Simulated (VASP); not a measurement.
# KF (I4/mmm) in VASP: further runs

Runs on KF. Level: PBE. Tasks: single point.

All numbers are computed with VASP 6.6.1; they aren't measurements. Logs are shortened: lines on timing, memory, paths and dates and some standing lists are left out, and cuts for length are marked.

### 1 The cell of the first run

Symmetry: I4/mmm, No. 139, tetragonal system. Conventional cell: a = 3.833 Å, b = 3.833 Å, c = 5.231 Å, α = 90.00°, β = 90.00°, γ = 90.00°. Within 3.5 Å of K (site symmetry 4/mmm) lie 6 F at 2.62 to 2.71 Å. F (site symmetry 4/mmm) has 6 K at 2.62 to 2.71 Å within 3.5 Å.

### 2 Single point, PBE (normal strain along x -0.0350, normal strain along z +0.0000)

File INCAR:

```
SYSTEM = KF
PREC     = Accurate       ! precision mode
ENCUT    = 520            ! plane-wave cutoff, eV
EDIFF    = 1E-6           ! SCF threshold, eV
ISMEAR   = 0              ! smearing method
SIGMA    = 0.05           ! smearing width, eV
LREAL    = .False.        ! projectors in reciprocal space
LASPH    = .True.         ! aspherical terms in the spheres
NELM     = 60             ! most SCF steps
ALGO     = Normal         ! electronic algorithm
ISIF     = 2              ! what is computed and relaxed
LWAVE    = .False.        ! write WAVECAR
LCHARG   = .False.        ! write CHGCAR
GGA      = PE             ! functional
NBANDS   = 15             ! bands
```

File KPOINTS:

```
regular mesh
0
Gamma
  8 8 8
  0 0 0
```

File POSCAR:

```
KF
1.0
    0.0000000000      2.7105354767      2.7105354767
    2.6156667350      0.0000000000      2.7105354767
    2.6156667350      2.7105354767      0.0000000000
K F
1 1
Direct
    0.0000000000      0.0000000000      0.0000000000
    0.5000000000      0.5000000000      0.5000000000
```

Potentials or basis: VASP PAW PBE potentials, release 64 (K_sv, F).

On the command line:

```console
$ cat potpaw_PBE.64/K_sv/POTCAR potpaw_PBE.64/F/POTCAR > POTCAR
$ mpirun -np 1 vasp_std > vasp.out
```

OUTCAR:

```text
SYSTEM = KF
   PREC = Accurate
   ENCUT = 520
   EDIFF = 1E-6
   ISMEAR = 0
   LREAL = .False.
   LASPH = .True.
   NELM = 60
   ISIF = 2
   GGA = PE

 ion  position               nearest neighbor table
   1  0.000  0.000  0.000-   2 2.62   2 2.62   2 2.71   2 2.71   2 2.71   2 2.71
   2  0.500  0.500  0.500-   1 2.62   1 2.62   1 2.71   1 2.71   1 2.71   1 2.71

  LATTYP: Found a body centered tetragonal cell.
 ALAT       =     3.8332760324
 C/A-ratio  =     1.3647160877

  Lattice vectors:

 A1 = (  -2.6156667350,   0.0000000000,  -2.7105354767)
 A2 = (  -2.6156667350,   0.0000000000,   2.7105354767)
 A3 = (   2.6156667350,   2.7105354767,   0.0000000000)

Analysis of symmetry for initial positions (statically):
=====================================================================
 Subroutine PRICEL returns:
 Original cell was already a primitive cell.

 Routine SETGRP: Setting up the symmetry group for a
 body centered tetragonal supercell.

 Subroutine GETGRP returns: Found 16 space group operations
 (whereof 16 operations were pure point group operations)
 out of a pool of 16 trial point group operations.

The static configuration has the point symmetry D_4h.

Analysis of symmetry for dynamics (positions and initial velocities):
=====================================================================
 Subroutine PRICEL returns:
 Original cell was already a primitive cell.

 Routine SETGRP: Setting up the symmetry group for a
 body centered tetragonal supercell.

 Subroutine GETGRP returns: Found 16 space group operations
 (whereof 16 operations were pure point group operations)
 out of a pool of 16 trial point group operations.

The dynamic configuration has the point symmetry D_4h.

 Subroutine INISYM returns: Found 16 space group operations
 (whereof 16 operations are pure point group operations),
 and found     1 'primitive' translations

----------------------------------------------------------------------------------------

                                     Primitive cell

  volume of cell :      38.4346

  direct lattice vectors                    reciprocal lattice vectors
     0.000000000  2.710535477  2.710535477    -0.191155851  0.184465396  0.184465396
     2.615666735  0.000000000  2.710535477     0.191155851 -0.184465396  0.184465396
     2.615666735  2.710535477  0.000000000     0.191155851  0.184465396 -0.184465396

  length of vectors
     3.833276032  3.766791080  3.766791080     0.323412313  0.323412313  0.323412313

  position of ions in fractional coordinates (direct lattice)
     0.000000000  0.000000000  0.000000000
     0.500000000  0.500000000  0.500000000

  ion indices of the primitive-cell ions
   primitive index   ion index
                 1           1
                 2           2

----------------------------------------------------------------------------------------

 KPOINTS: regular mesh

Automatic generation of k-mesh.
 Grid dimensions read from file:
 generate k-points for:    8    8    8

 Generating k-lattice:

  Cartesian coordinates                     Fractional coordinates (reciprocal lattice)
    -0.023894481  0.023058174  0.023058174     0.125000000  0.000000000  0.000000000
     0.023894481 -0.023058174  0.023058174     0.000000000  0.125000000 -0.000000000
     0.023894481  0.023058174 -0.023058174     0.000000000 -0.000000000  0.125000000

  Length of vectors
     0.040426539  0.040426539  0.040426539

  Shift w.r.t. Gamma in fractional coordinates (k-lattice)
     0.000000000  0.000000000  0.000000000

 Subroutine IBZKPT returns following result:
 ===========================================

 Found     59 irreducible k-points:

 Following reciprocal coordinates:
            Coordinates               Weight
  0.000000  0.000000  0.000000      1.000000
  0.125000 -0.000000 -0.000000      8.000000
  0.250000 -0.000000 -0.000000      8.000000
  0.375000 -0.000000 -0.000000      8.000000
  0.500000 -0.000000 -0.000000      4.000000
  0.125000  0.125000  0.000000      4.000000
[... 16 lines left out ...]
  0.250000  0.125000  0.125000      4.000000
  0.375000  0.125000  0.125000      8.000000
 [... further k-points ...]
   k-points           NKPTS =     59   k-points in BZ     NKDIM =     59   number of bands    NBANDS=     15
   number of dos      NEDOS =    301   number of ions     NIONS =      2
   total plane-waves  NPLWV =  23520
   dimension x,y,z NGX =    30 NGY =   28 NGZ =   28
   dimension x,y,z NGXF=    60 NGYF=   56 NGZF=   56
   ions per type =               1   1
   NGX,Y,Z   is equivalent  to a cutoff of  13.01, 12.36, 12.36 a.u.
   NGXF,Y,Z  is equivalent  to a cutoff of  26.02, 24.72, 24.72 a.u.
 SYSTEM =  KF
   PREC   = accura    normal or accurate (medium, high low for compatibility)
   ISTART =      0    job   : 0-new  1-cont  2-samecut
   ICHARG =      2    charge: 1-file 2-atom 10-const
   ISPIN  =      1    spin polarized calculation?
   LNONCOLLINEAR =      F non collinear calculations
   LSORBIT =      F    spin-orbit coupling
   LASPH  =      T    aspherical Exc in radial PAW
   ENCUT  =  520.0 eV  38.22 Ry    6.18 a.u.   7.13  7.00  7.00*2*pi/ulx,y,z
   NELM   =     60;   NELMIN=  2; NELMDL= -5     # of ELM steps
   EDIFF  = 0.1E-05   stopping-criterion for ELM
   LREAL  =      F    real-space projection
   EDIFFG = 0.1E-04   stopping-criterion for IOM
   NSW    =      0    number of steps for IOM
   IBRION =     -1    ionic relax: 0-MD 1-quasi-New 2-CG
   NFREE  =      0    steps in history (QN), initial steepest desc. (CG)
   ISIF   =      2    stress and relaxation
   ISYM   =      2    0-nonsym 1-usesym 2-fastsym
   POTIM  = 0.5000    time-step for ionic-motion
   TEBEG  =    0.0;   TEEND  =   0.0 temperature during run
   PSTRESS=    0.0 pullay stress
   NELECT =      16.0000    total number of electrons
   NUPDOWN=      -1.0000    fix difference up-down
   EMIN   =  10.00;   EMAX   =-10.00  energy-range for DOS
   EFERMI =   0.00;   METHOD = LEGACY
   ISMEAR =     0;   SIGMA  =   0.05  broadening in eV -4-tet -1-fermi 0-gaus
   EFERMI_NEDOS =   21; number of points for ismear=-14 and -15
   IALGO  =     38    algorithm
   IMIX   =      4    mixing-type and parameters
     AMIX     =   0.40;   BMIX     =  1.00
     AMIX_MAG =   1.60;   BMIX_MAG =  1.00
  volume/ion in A,a.u.               =      19.22       129.68
  Fermi-wavevector in a.u.,A,eV,Ry     =   1.222383  2.309969 20.330099  1.494220
  Thomas-Fermi vector in A             =   2.357532
   LORBIT       =      0    0 simple, 1 ext, 2 COOP (PROOUT), +10 PAW based schemes
   GGA     = PE    functional components
   LHFCALC =     F    Hartree Fock is set to
   AEXX    =    0.0000 exact exchange contribution
   IVDW    =     0    specifies the selected vdW correction
   LEPSILON=     F    determine dielectric tensor
   LRPA    =     F    only Hartree local field effects (RPA)
 non-spin polarized calculation
 Gauss-broadening in eV      SIGMA  =   0.05
  energy-cutoff  :      520.00
  volume of cell :       38.43
 maximum number of plane-waves:      1046
 NGX is ok and might be reduce to    30
   NGX = 15   NGY = 13   NGZ = 13

 number of electron      16.0000004 magnetization

 Free energy of the ion-electron system (eV)
  ---------------------------------------------------
  ext. energy  EPLUGINS =         0.00000000
  ---------------------------------------------------
  free energy    TOTEN  =        -8.28669024 eV

  energy without entropy =       -8.28669024  energy(sigma->0) =       -8.28669024

 E-fermi :  -2.4740     XC(G=0):  -8.3681

 val. band max:       -2.7869696990   @ k =   0.0000   0.0000   0.0000
 cond. band min:       3.2952462899   @ k =   0.0000   0.0000   0.0000
 fundamental gap:      6.0822159889
 Fermi energy:        -2.4739633649

 k-point     1 :       0.0000    0.0000    0.0000
  band No.  band energies     occupation
      1     -28.9786      2.00000
      2     -21.4787      2.00000
      3     -12.2379      2.00000
      4     -12.2379      2.00000
      5     -12.2305      2.00000
      6      -2.8423      2.00000
      7      -2.8423      2.00000
      8      -2.7870      2.00000
      9       3.2952      0.00000
     10       7.7749      0.00000
     11       7.7749      0.00000
     12       7.9734      0.00000
     13       9.3231      0.00000
     14       9.6858      0.00000
     15      14.0758      0.00000

 k-point     2 :       0.1250   -0.0000   -0.0000
  band No.  band energies     occupation
      1     -28.9653      2.00000
      2     -21.4910      2.00000
      3     -12.2762      2.00000
      4     -12.2460      2.00000
      5     -12.2342      2.00000
      6      -2.9662      2.00000
      7      -2.8911      2.00000
      8      -2.8577      2.00000
      9       3.7247      0.00000
     10       7.5856      0.00000
     11       7.9859      0.00000
     12       8.1191      0.00000
     13       9.4671      0.00000
     14       9.8272      0.00000
     15      14.8175      0.00000

 k-point     3 :       0.2500   -0.0000   -0.0000
  band No.  band energies     occupation
      1     -28.9329      2.00000
      2     -21.5214      2.00000
      3     -12.3717      2.00000
      4     -12.2653      2.00000
      5     -12.2389      2.00000
      6      -3.2575      2.00000
      7      -3.0064      2.00000
      8      -2.9928      2.00000
      9       4.7976      0.00000
     10       7.2483      0.00000
     11       8.4955      0.00000
     12       8.6266      0.00000
     13       9.9316      0.00000
     14      10.2521      0.00000
     15      15.7503      0.00000
[... 343 lines left out ...]
 k-point    23 :       0.2500    0.1250    0.1250
  band No.  band energies     occupation
      1     -28.9472      2.00000
      2     -21.5026      2.00000
      3     -12.3168      2.00000
      4     -12.2965      2.00000
      5     -12.2423      2.00000
      6      -3.1581      2.00000
      7      -2.9867      2.00000
      8      -2.8222      2.00000
      9       4.3468      0.00000
     10       7.2405      0.00000
     11       8.2099      0.00000
     12       8.6112      0.00000
     13       9.6656      0.00000
     14       9.9997      0.00000
     15      15.7273      0.00000

 k-point    24 :       0.3750    0.1250    0.1250
  band No.  band energies     occupation
      1     -28.9155      2.00000
      2     -21.5262      2.00000
      3     -12.4167      2.00000
      4     -12.3318      2.00000
      5     -12.2622      2.00000
      6      -3.3675      2.00000
      7      -3.0933      2.00000
      8      -2.9148      2.00000
      9       5.4215      0.00000
     10       7.0656      0.00000
     11       8.7502      0.00000
     12       8.9745      0.00000
     13      10.0832      0.00000
     14      10.6383      0.00000
     15      15.0681      0.00000

 [... further k-points ...]

------------------------ aborting loop because EDIFF is reached ----------------------------------------

  FORCE on cell =-STRESS in cart. coord.  units (eV):
  Direction    XX          YY          ZZ          XY          YZ          ZX
  --------------------------------------------------------------------------------------
  -------------------------------------------------------------------------------------
  Total        0.6536514      0.1298703      0.1298703      0.0000000      0.0000000     -0.0000000
  in kB       27.2479719      5.4137460      5.4137460      0.0000000      0.0000000     -0.0000000
  external PRESSURE =      12.6918213 kB  Pullay stress =       0.0000000 kB

 VOLUME and BASIS-vectors are now :
 -----------------------------------------------------------------------------
  energy-cutoff  :      520.00
  volume of cell :       38.43
      direct lattice vectors                 reciprocal lattice vectors
     0.000000000  2.710535477  2.710535477    -0.191155851  0.184465396  0.184465396
     2.615666735  0.000000000  2.710535477     0.191155851 -0.184465396  0.184465396
     2.615666735  2.710535477  0.000000000     0.191155851  0.184465396 -0.184465396

 POSITION                                       TOTAL-FORCE (eV/Angst)
 -----------------------------------------------------------------------------------
      0.00000      0.00000      0.00000         0.000000      0.000000     -0.000000
      2.61567      2.71054      2.71054         0.000000      0.000000      0.000000
 -----------------------------------------------------------------------------------
    total drift:                                0.000000      0.000000      0.000000

  FREE ENERGIE OF THE ION-ELECTRON SYSTEM (eV)
  ---------------------------------------------------
  free  energy   TOTEN  =        -8.2866902385 eV

  energy  without entropy=       -8.2866902385  energy(sigma->0) =       -8.28669024
```

Wall time 14 s (1 thread of AMD EPYC 9R45 (Zen 5), shared host); peak memory 0.15 GiB.

Results:

```
Free energy            : -8.2867 eV
Pressure               : 1.3 GPa
Band gap on the k mesh : 6.08 eV
```

Stress tensor (GPa, compression positive):
```
2.72 0.00 0.00
0.00 0.54 0.00
0.00 0.00 0.54
```

Caveat: the cell differs from its parent crystal (normal strain along x -0.0350, normal strain along z +0.0000). A k mesh can miss the band edges.

### 3 Single point, PBE (normal strain along x +0.0000, normal strain along z -0.0375)

File INCAR:

```
ALGO = Normal ; EDIFF = 1E-6
ENCUT = 520 ; GGA = PE
ISIF = 2 ; ISMEAR = 0
LASPH = T ; LCHARG = T
LELF = T ; LREAL = F
LVHAR = T ; LWAVE = F
NBANDS = 15 ; NELM = 60
PREC = Accurate ; SIGMA = 0.05
```

File KPOINTS:

```
k-points
0
Gamma
  8 8 8
```

File POSCAR:

```
KF
1.0
    0.0000000000      2.7105354767      2.6088903963
    2.7105354767      0.0000000000      2.6088903963
    2.7105354767      2.7105354767      0.0000000000
K F
1 1
Direct
    0.0000000000      0.0000000000      0.0000000000
    0.5000000000      0.5000000000      0.5000000000
```

Potentials or basis: VASP PAW PBE potentials, release 64 (K_sv, F).

On the command line:

```console
$ cat potpaw_PBE.64/K_sv/POTCAR potpaw_PBE.64/F/POTCAR > POTCAR
$ mpirun -np 1 vasp_std > vasp.out
```

OUTCAR:

```text
EDIFF = 1E-6
   ENCUT = 520
   GGA = PE
   ISIF = 2
   ISMEAR = 0
   LASPH = T
   LREAL = F
   NELM = 60
   PREC = Accurate

 ion  position               nearest neighbor table
   1  0.000  0.000  0.000-   2 2.61   2 2.61   2 2.71   2 2.71   2 2.71   2 2.71
   2  0.500  0.500  0.500-   1 2.61   1 2.61   1 2.71   1 2.71   1 2.71   1 2.71

  LATTYP: Found a body centered tetragonal cell.
 ALAT       =     3.8332760324
 C/A-ratio  =     1.3611805538

  Lattice vectors:

[... 619 lines left out ...]
------------------------ aborting loop because EDIFF is reached ----------------------------------------

  FORCE on cell =-STRESS in cart. coord.  units (eV):
  Direction    XX          YY          ZZ          XY          YZ          ZX
  --------------------------------------------------------------------------------------
  -------------------------------------------------------------------------------------
  Total        0.1395363      0.1395363      0.7110874      0.0000000     -0.0000000      0.0000000
  in kB        5.8317895      5.8317895     29.7192289      0.0000000     -0.0000000      0.0000000
  external PRESSURE =      13.7942693 kB  Pullay stress =       0.0000000 kB

 VOLUME and BASIS-vectors are now :
 -----------------------------------------------------------------------------
  energy-cutoff  :      520.00
  volume of cell :       38.34
      direct lattice vectors                 reciprocal lattice vectors
     0.000000000  2.710535477  2.608890396    -0.184465396  0.184465396  0.191652359
     2.710535477  0.000000000  2.608890396     0.184465396 -0.184465396  0.191652359
     2.710535477  2.710535477  0.000000000     0.184465396  0.184465396 -0.191652359

 POSITION                                       TOTAL-FORCE (eV/Angst)
 -----------------------------------------------------------------------------------
      0.00000      0.00000      0.00000         0.000000     -0.000000      0.000000
      2.71054      2.71054      2.60889        -0.000000      0.000000      0.000000
 -----------------------------------------------------------------------------------
    total drift:                                0.000000      0.000000      0.000000

  FREE ENERGIE OF THE ION-ELECTRON SYSTEM (eV)
  ---------------------------------------------------
  free  energy   TOTEN  =        -8.2848041517 eV

  energy  without entropy=       -8.2848041517  energy(sigma->0) =       -8.28480415
```

OSZICAR:

```text
N       E                     dE             d eps       ncg     rms          rms(c)
DAV:   1     0.105142044744E+03    0.10514E+03   -0.81415E+03  1770   0.103E+03
DAV:   2    -0.534841736200E+01   -0.11049E+03   -0.10255E+03  2298   0.281E+02
DAV:   3    -0.944852270736E+01   -0.41001E+01   -0.40819E+01  2400   0.478E+01
DAV:   4    -0.955107763815E+01   -0.10255E+00   -0.10254E+00  2345   0.712E+00
DAV:   5    -0.955239325772E+01   -0.13156E-02   -0.13156E-02  2409   0.674E-01    0.634E+00
DAV:   6    -0.831598157766E+01    0.12364E+01   -0.35186E+00  1847   0.148E+01    0.403E+00
DAV:   7    -0.828670954314E+01    0.29272E-01   -0.66295E-02  2211   0.223E+00    0.226E+00
DAV:   8    -0.828251062643E+01    0.41989E-02   -0.51306E-02  1966   0.224E+00    0.194E-01
DAV:   9    -0.828410055101E+01   -0.15899E-02   -0.38254E-03  2218   0.513E-01    0.123E-01
DAV:  10    -0.828467979242E+01   -0.57924E-03   -0.47852E-04  1882   0.189E-01    0.612E-02
DAV:  11    -0.828480494063E+01   -0.12515E-03   -0.12609E-04  1833   0.944E-02    0.197E-02
DAV:  12    -0.828480403636E+01    0.90427E-06   -0.12553E-05  2220   0.353E-02    0.411E-03
DAV:  13    -0.828480415174E+01   -0.11538E-06   -0.21006E-06  1903   0.130E-02
   1 F= -.82848042E+01 E0= -.82848042E+01  d E =-.568959E-23
```

Wall time 14 s (1 thread of AMD EPYC 9R45 (Zen 5), shared host); peak memory 0.15 GiB.

Results:

| Property | Result |
| --- | --- |
| Free energy | -8.2848 eV |
| Pressure | 1.4 GPa |
| Band gap on the k mesh | 6.09 eV |

Stress tensor (GPa, compression positive):
```
0.58 0.00 0.00
0.00 0.58 0.00
0.00 0.00 2.97
```

Caveat: the cell differs from its parent crystal (normal strain along x +0.0000, normal strain along z -0.0375). A k mesh can miss the band edges.

(Continued in part 2 of 2.)
